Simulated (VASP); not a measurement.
# CsLiCr2Te2S3 (C2/m) in VASP: a series of runs, part 2 of 2

VASP 6.6.1. Earlier steps stand in the parts before.

## Step 3: Electron localisation function, PBE, collinear spin, ferromagnetic start

The input, INCAR:

```
SYSTEM = CsLiCr2Te2S3
PREC = Accurate ; ENCUT = 520
EDIFF = 1E-6 ; ISMEAR = -1
SIGMA = 0.05 ; LREAL = .FALSE.
LASPH = .TRUE. ; NELM = 120
ALGO = Normal ; ISIF = 2
LWAVE = .FALSE. ; LCHARG = .TRUE.
ISPIN = 2 ; MAGMOM = 0 0 3 3 0 0 0 0 0
LORBIT = 11 ; LMAXMIX = 4
GGA = PE ; LELF = .TRUE.
```

The input, KPOINTS:

```
regular mesh
0
G
  7 7 4
  0 0 0
```

The input, POSCAR:

```
CsLiCr2Te2S3
1.0
    7.2895900000     -2.1043300000      0.0177200000
    7.2895900000      2.1043300000      0.0177200000
   -2.5331500000      0.0000000000      7.2810000000
Cs Li Cr Te S
1 1 2 2 3
Direct
    0.5000000000      0.5000000000      0.0000000000
    0.0000000000      0.0000000000      0.5000000000
    0.3287000000      0.3287000000      0.4330000000
    0.6713000000      0.6713000000      0.5670000000
    0.8067200000      0.8067200000      0.1742700000
    0.1932800000      0.1932800000      0.8257300000
    0.1635800000      0.1635800000      0.3971300000
    0.8364200000      0.8364200000      0.6028700000
    0.5000000000      0.5000000000      0.5000000000
```

Potentials or basis: VASP PAW PBE potentials, release 64 (Cs_sv, Li_sv, Cr_pv, Te, S).

On the command line:

```bash
$ cat potpaw_PBE.64/Cs_sv/POTCAR potpaw_PBE.64/Li_sv/POTCAR potpaw_PBE.64/Cr_pv/POTCAR potpaw_PBE.64/Te/POTCAR potpaw_PBE.64/S/POTCAR > POTCAR
$ mpirun -np 4 vasp_std > vasp.out
```

OUTCAR:

```text
SYSTEM = CsLiCr2Te2S3
   PREC = Accurate
   ENCUT = 520
   EDIFF = 1E-6
   ISMEAR = -1
   LREAL = .FALSE.
   LASPH = .TRUE.
   NELM = 120
   ISIF = 2
   ISPIN = 2
   LORBIT = 11
   GGA = PE

 ion  position               nearest neighbor table
   1  0.500  0.500  0.000-
   2  0.000  0.000  0.500-   9 2.10   9 2.10   5 3.10   6 3.10
   3  0.329  0.329  0.433-   7 2.33   9 2.38   8 2.46   8 2.46   5 2.84   5 2.84
   4  0.671  0.671  0.567-   8 2.33   9 2.38   7 2.46   7 2.46   6 2.84   6 2.84
   5  0.807  0.807  0.174-   3 2.84   3 2.84   2 3.10   8 3.19   6 3.39   6 3.39
   6  0.193  0.193  0.826-   4 2.84   4 2.84   2 3.10   7 3.19   5 3.39   5 3.39
   7  0.164  0.164  0.397-   3 2.33   4 2.46   4 2.46   6 3.19
   8  0.836  0.836  0.603-   4 2.33   3 2.46   3 2.46   5 3.19
   9  0.500  0.500  0.500-   2 2.10   2 2.10   3 2.38   4 2.38

  LATTYP: Found a base centered monoclinic cell.
 ALAT       =    14.5792230748
 B/A-ratio  =     0.2886751906
 C/A-ratio  =     0.5287711959
 COS(beta)  =    -0.3262964791

  Lattice vectors:

 A1 = (   7.2895900000,  -2.1043300000,   0.0177200000)
 A2 = (   7.2895900000,   2.1043300000,   0.0177200000)
 A3 = (  -2.5331500000,   0.0000000000,   7.2810000000)

Analysis of symmetry for initial positions (statically):
=====================================================================
 Subroutine PRICEL returns:
 Original cell was already a primitive cell.

 Routine SETGRP: Setting up the symmetry group for a
 base centered monoclinic supercell.

 Subroutine GETGRP returns: Found  4 space group operations
 (whereof  4 operations were pure point group operations)
 out of a pool of  4 trial point group operations.

The static configuration has the point symmetry C_2h.

Analysis of symmetry for dynamics (positions and initial velocities):
=====================================================================
 Subroutine PRICEL returns:
 Original cell was already a primitive cell.

 Routine SETGRP: Setting up the symmetry group for a
 base centered monoclinic supercell.

 Subroutine GETGRP returns: Found  4 space group operations
 (whereof  4 operations were pure point group operations)
 out of a pool of  4 trial point group operations.

The dynamic configuration has the point symmetry C_2h.

Analysis of structural, dynamic, and magnetic symmetry:
=====================================================================
 Subroutine PRICEL returns:
 Original cell was already a primitive cell.

 Routine SETGRP: Setting up the symmetry group for a
 base centered monoclinic supercell.

 Subroutine GETGRP returns: Found  4 space group operations
 (whereof  4 operations were pure point group operations)
 out of a pool of  4 trial point group operations.

The overall configuration has the point symmetry C_2h.

 Subroutine INISYM returns: Found  4 space group operations
 (whereof  4 operations are pure point group operations),
 and found     1 'primitive' translations

----------------------------------------------------------------------------------------

                                     Primitive cell

  volume of cell :     223.5657

[... 112 lines left out ...]
   PSTRESS=    0.0 pullay stress
   NELECT =      66.0000    total number of electrons
   NUPDOWN=      -1.0000    fix difference up-down
   EMIN   =  10.00;   EMAX   =-10.00  energy-range for DOS
   EFERMI =   0.00;   METHOD = LEGACY
   ISMEAR =    -1;   SIGMA  =   0.05  broadening in eV -4-tet -1-fermi 0-gaus
   EFERMI_NEDOS =   21; number of points for ismear=-14 and -15
   IALGO  =     38    algorithm
   IMIX   =      4    mixing-type and parameters
     AMIX     =   0.40;   BMIX     =  1.00
     AMIX_MAG =   1.60;   BMIX_MAG =  1.00
  volume/ion in A,a.u.               =      24.84       167.63
  Fermi-wavevector in a.u.,A,eV,Ry     =   1.090070  2.059934 16.167162  1.188253
  Thomas-Fermi vector in A             =   2.226287
   LORBIT       =     11    0 simple, 1 ext, 2 COOP (PROOUT), +10 PAW based schemes
   GGA     = PE    functional components
   LHFCALC =     F    Hartree Fock is set to
   AEXX    =    0.0000 exact exchange contribution
   IVDW    =     0    specifies the selected vdW correction
   LEPSILON=     F    determine dielectric tensor
   LRPA    =     F    only Hartree local field effects (RPA)
 spin polarized calculation
  energy-cutoff  :      520.00
  volume of cell :      223.57
 maximum number of plane-waves:      6047
   NGX = 29   NGY = 29   NGZ = 29

 number of electron      65.9999991 magnetization       5.2379834

 Free energy of the ion-electron system (eV)
  ---------------------------------------------------
  ext. energy  EPLUGINS =         0.00000000
  ---------------------------------------------------
  free energy    TOTEN  =       -45.78725328 eV

  energy without entropy =      -45.75162747  energy(sigma->0) =      -45.76944037

 E-fermi :   4.1594     XC(G=0):  -9.1778

 val. band max:        4.1569731495   @ k =   0.4286   0.0000   0.0000
 cond. band min:       4.1607498852   @ k =   0.4286   0.2857   0.5000
 fundamental gap:      0.0037767357
 Fermi energy:         4.1594239674

 spin component 1

 k-point     1 :       0.0000    0.0000    0.0000
  band No.  band energies     occupation
      1     -40.8993      1.00000
      2     -39.9403      1.00000
      3     -39.9357      1.00000
      4     -39.8994      1.00000
      5     -39.8941      1.00000
      6     -39.8814      1.00000
[... 1117 lines left out ...]
     43       8.3980      0.00000
     44       8.9171      0.00000

 [... further k-points ...]

 spin component 2

 k-point     1 :       0.0000    0.0000    0.0000
  band No.  band energies     occupation
      1     -40.8927      1.00000
      2     -37.1191      1.00000
      3     -37.1111      1.00000
      4     -37.0814      1.00000
      5     -37.0751      1.00000
      6     -36.9140      1.00000
[... 1117 lines left out ...]
     43       8.7322      0.00000
     44       9.1651      0.00000

 [... further k-points ...]

------------------------ aborting loop because EDIFF is reached ----------------------------------------

  FORCE on cell =-STRESS in cart. coord.  units (eV):
  Direction    XX          YY          ZZ          XY          YZ          ZX
  --------------------------------------------------------------------------------------
  -------------------------------------------------------------------------------------
  Total       -0.0615289      0.1013651      0.0185935      0.0000000      0.0000000     -0.0055604
  in kB       -0.4409450      0.7264300      0.1332496      0.0000000      0.0000000     -0.0398484
  external PRESSURE =       0.1395782 kB  Pullay stress =       0.0000000 kB

 VOLUME and BASIS-vectors are now :
 -----------------------------------------------------------------------------
  energy-cutoff  :      520.00
  volume of cell :      223.57
      direct lattice vectors                 reciprocal lattice vectors
     7.289590000 -2.104330000  0.017720000     0.068533003 -0.237605319  0.023843480
     7.289590000  2.104330000  0.017720000     0.068533003  0.237605319  0.023843480
    -2.533150000  0.000000000  7.281000000    -0.000333582  0.000000000  0.137227714

 POSITION                                       TOTAL-FORCE (eV/Angst)
 -----------------------------------------------------------------------------------
      7.28959      0.00000      0.01772        -0.000000      0.000000      0.000000
     -1.26658      0.00000      3.64050        -0.000000      0.000000      0.000000
      3.69532      0.00000      3.16432        -0.016568      0.000000     -0.024005
      8.35071      0.00000      4.15212         0.016568      0.000000      0.024005
     11.31986      0.00000      1.29745         0.006373      0.000000      0.024032
      0.72617      0.00000      6.01899        -0.006373      0.000000     -0.024032
      1.37887      0.00000      2.89730         0.005233      0.000000     -0.008296
     10.66716      0.00000      4.41914        -0.005233      0.000000      0.008296
      6.02301      0.00000      3.65822        -0.000000      0.000000      0.000000
 -----------------------------------------------------------------------------------
    total drift:                                0.000000      0.000000     -0.000000

  FREE ENERGIE OF THE ION-ELECTRON SYSTEM (eV)
  ---------------------------------------------------
  free  energy   TOTEN  =       -45.7872532833 eV

  energy  without entropy=      -45.7516274657  energy(sigma->0) =      -45.76944037

 total charge

# of ion       s       p       d       tot
------------------------------------------
    1        1.833   4.700   0.030   6.564
    2        2.037   0.081   0.000   2.118
    3        0.269   6.238   4.078  10.585
    4        0.269   6.238   4.078  10.585
    5        1.390   1.920   0.026   3.335
    6        1.390   1.920   0.026   3.335
    7        1.342   2.361   0.000   3.703
    8        1.342   2.361   0.000   3.703
    9        1.327   2.488   0.000   3.816
--------------------------------------------------
tot         11.201  28.306   8.238  47.745

 magnetization (x)

# of ion       s       p       d       tot
------------------------------------------
    1        0.000  -0.001   0.000   0.000
    2        0.001   0.002   0.000   0.003
    3        0.039   0.028   2.774   2.841
    4        0.039   0.028   2.774   2.841
    5       -0.002  -0.140   0.002  -0.139
    6       -0.002  -0.140   0.002  -0.139
    7       -0.006  -0.147   0.000  -0.152
    8       -0.006  -0.147   0.000  -0.152
    9       -0.003  -0.042   0.000  -0.045
--------------------------------------------------
tot          0.062  -0.557   5.553   5.058
```

Run time: 11 min. Hardware: 4 MPI ranks of Intel Xeon Platinum 8488C (Sapphire Rapids), shared host; peak memory 0.54 GiB.

What came out:

| Property | Result |
| --- | --- |
| Free energy | -45.7873 eV |
| Largest force | 0.029 eV/Å |
| Net moment | 5.24 μB per cell |
| Site moments | Cs +0.00; Li +0.00; Cr +2.84; Te -0.14; S -0.15, -0.04 (each value once) μB |
| Valence electrons inside the program's atomic spheres | Cs 6.56; Li 2.12; Cr 10.59; Te 3.33; S 3.70, 3.82 (each value once) |

Forces on the atoms (eV/Å):
```
Cs   0.000  0.000  0.000
Li   0.000  0.000  0.000
Cr  -0.017  0.000 -0.024
Cr   0.017  0.000  0.024
Te   0.006  0.000  0.024
Te  -0.006  0.000 -0.024
S    0.005  0.000 -0.008
S   -0.005  0.000  0.008
S    0.000  0.000  0.000
```

Levels at points of the mesh, in eV from the Fermi level:
Spin up:
```csv
k point,band 31,band 32,band 33,band 34,band 35,band 36,band 37,band 38,band 39,band 40
"(0.00, 0.00, 0.00)",-0.89,-0.59,-0.54,-0.32,-0.19,0.13,1.02,1.21,1.41,2.22
"(0.00, 0.00, 0.50)",-0.93,-0.62,-0.58,-0.26,-0.22,0.10,0.49,1.02,1.48,1.70
```
Spin down:
| k point | band 28 | band 29 | band 30 | band 31 | band 32 | band 33 |
| --- | --- | --- | --- | --- | --- | --- |
| (0.00, 0.00, 0.00) | -0.93 | -0.69 | -0.09 | 0.78 | 1.05 | 1.50 |
| (0.00, 0.00, 0.50) | -0.94 | -0.69 | -0.07 | 0.39 | 1.06 | 1.57 |

Caveat: the cutoff is under 1.25 times the usual one of these potentials, so pressure, stress and relaxed cells hold a basis-set (Pulay) error; spin-orbit coupling is left out, which moves the levels of the heavy elements; only a ferromagnetic start was run, and an antiferromagnetic order may lie lower in energy.
